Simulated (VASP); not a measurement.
ZrS, 2 atoms in the cell. Symmetry: Immm, No. 71, orthorhombic system. Conventional cell: a = 3.527 Å, b = 3.898 Å, c = 5.250 Å, α = 90.00°, β = 90.00°, γ = 90.00°. Zr (site symmetry mmm) has 6 S at 2.62 to 2.63 Å and 12 Zr at 3.53 to 3.90 Å within 3.9 Å. S (site symmetry mmm) has 6 Zr at 2.62 to 2.63 Å and 12 S at 3.53 to 3.90 Å within 3.9 Å.  This cell differs from its parent crystal: strain -0.1000 x Voigt [0, 0, 0, 1, 0, 0].

```yaml
Program: VASP 6.6.1
Task: single point
Functional: PBEsol
Potentials_or_basis: VASP PAW PBE potentials, release 64 (Zr_sv, S)
Cutoff: 520 eV
k_mesh: 16 × 16 × 16
Occupations: gaussian, width 0.15 eV
Spin: no spin polarisation
Dipole_correction: no
Further_INCAR_settings: ALGO = Normal; EDIFF = 1e-06; NBANDS = 16
```

Potentials or basis: VASP PAW PBE potentials, release 64 (Zr_sv, S).

The run is started by

```sh
$ cat potpaw_PBE.64/Zr_sv/POTCAR potpaw_PBE.64/S/POTCAR > POTCAR
$ mpirun -np 1 vasp_std > vasp.out
```

Hardware: 1 thread of AMD EPYC 9R45 (Zen 5), with other jobs on the host.

Q: How long does it take, and how much memory?

A: Wall time 3.1 min on 1 thread of AMD EPYC 9R45 (Zen 5) (shared host), peak memory 0.41 GiB. Counts: scf iterations 12, k points 621.
